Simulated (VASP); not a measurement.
A run of VASP 6.6.1:

File INCAR:

```
PREC = Accurate
ENCUT = 520
EDIFF = 1E-6
ISMEAR = 0
SIGMA = 0.02
LREAL = False
LASPH = True
NELM = 80
ALGO = Normal
ISIF = 2
LWAVE = False
LCHARG = False
GGA = PE
NBANDS = 40
```

Contents of KPOINTS:

```
regular mesh
0
Gamma
  12 12 12
```

File POSCAR:

```
ZnInGaO4
1.0
    1.6780870742      0.9688440240      8.7037738622
   -1.6780870742      0.9688440240      8.7037738622
    0.0000000000     -1.9376880481      8.7037738622
Zn In Ga O
1 1 1 4
Direct
    0.2188058434      0.2188058434      0.2188058434
    0.0030766886      0.0030766886      0.0030766886
    0.7870516783      0.7870516783      0.7870516783
    0.2952710204      0.2952710204      0.2952710204
    0.7112323890      0.7112323890      0.7112323890
    0.1210362594      0.1210362594      0.1210362594
    0.8635271209      0.8635271209      0.8635271209
```

Potentials or basis: VASP PAW PBE potentials, release 64 (Zn, In_d, Ga_d, O).

Run with:

```bash
$ cat potpaw_PBE.64/Zn/POTCAR potpaw_PBE.64/In_d/POTCAR potpaw_PBE.64/Ga_d/POTCAR potpaw_PBE.64/O/POTCAR > POTCAR
$ mpirun -np 1 vasp_std > vasp.out
```

Hardware: 1 thread of Intel(R) Xeon(R) 6975P-C (Granite Rapids), with other jobs on the host.

Question: Estimate the wall time of this run.

Answer: Run time: 41 min on 1 thread of Intel(R) Xeon(R) 6975P-C (Granite Rapids), on a shared host, peak memory 1.1 GiB. Counts: scf iterations 16, k points 189.
